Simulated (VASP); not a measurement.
A run of VASP 6.6.1:

The input INCAR:

```
SYSTEM = Te2Mo
PREC     = Accurate       ! precision mode
ENCUT    = 520            ! plane-wave cutoff, eV
EDIFF    = 1E-7           ! SCF threshold, eV
ISMEAR   = -1             ! smearing method
SIGMA    = 0.05           ! smearing width, eV
LREAL    = .False.        ! projectors in reciprocal space
LASPH    = .True.         ! aspherical terms in the spheres
NELM     = 80             ! most SCF steps
ALGO     = Normal         ! electronic algorithm
ISIF     = 2              ! what is computed and relaxed
LWAVE    = .False.        ! write WAVECAR
LCHARG   = .True.         ! write CHGCAR
GGA      = PE             ! functional
LELF     = .True.         ! ELF
LVHAR    = .True.       
NBANDS   = 35             ! bands
```

File KPOINTS:

```
Automatic mesh
0
Gamma
  9 9 2
  0 0 0
```

File POSCAR:

```
Te2Mo
1.0
    3.4945872080      0.0000000000      0.0000000000
   -1.7472936040      3.0264012979      0.0000000000
    0.0000000000      0.0000000000     13.8798146239
Te Mo
4 2
Direct
    0.6666666667      0.3333333333      0.3790000000
    0.3333333333      0.6666666667      0.8790000000
    0.6666666667      0.3333333333      0.1210000000
    0.3333333333      0.6666666667      0.6210000000
    0.6666666667      0.3333333333      0.7500000000
    0.3333333333      0.6666666667      0.2500000000
```

Potentials or basis: VASP PAW PBE potentials, release 64 (Te, Mo_sv).

Command:

```bash
$ cat potpaw_PBE.64/Te/POTCAR potpaw_PBE.64/Mo_sv/POTCAR > POTCAR
$ mpirun -np 1 vasp_std > vasp.out
```

Hardware: 1 thread of AMD EPYC 9R45 96-Core Processor (Zen 5) (shared host).

How long does it take, and how much memory?

Wall time 110 s on 1 thread of AMD EPYC 9R45 96-Core Processor (Zen 5), with other jobs on the host, peak memory 0.3 GiB. Counts: scf iterations 17, k points 24.
